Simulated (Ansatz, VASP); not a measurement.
**Two plane-wave programs on TeO**

```xyz
2
Lattice="0.0000 2.7601 2.7601 2.7601 0.0000 2.7601 2.7601 2.7601 0.0000" Properties=species:S:1:pos:R:3 pbc="T T T"
Te    0.0000    0.0000    0.0000
O     4.1401    4.1401    4.1401
```

Alike in both runs: task relaxation of cell and atoms; functional PBE; k mesh 18 × 18 × 18; occupations gaussian, width 0.1 eV; no spin polarisation.

|  | VASP | Ansatz |
| --- | --- | --- |
| version | VASP 6.6.1 | Ansatz 0.2.0 |
| potentials or method | VASP PAW PBE potentials, release 64 (Te, O), cutoff 600 eV | scalar-relativistic, plane waves, PAW |
| valence electrons in the cell | 12 | 22 |

Ansatz gave:

| Quantity | Value |
| --- | --- |
| gap on the k mesh at the Fermi level, each at its own relaxed structure (eV) | none |
| relaxed volume (Å³/atom) | 21.03 |
| relaxed length of the cell vector where the two differ most in proportion (Å) | 3.903 |

Question: What did VASP give for the same quantities?

Answer: gap on the k mesh at the Fermi level, each at its own relaxed structure (eV): none; relaxed volume (Å³/atom): 20.87; relaxed length of the cell vector where the two differ most in proportion (Å): 3.893.

A gap of «none» marks a metal or a gap that the smearing closes. VASP's potentials hold 12 valence electrons a cell and Ansatz's 22, so a difference there can come from the potentials and not from the codes.

Neither program's run includes spin-orbit coupling.
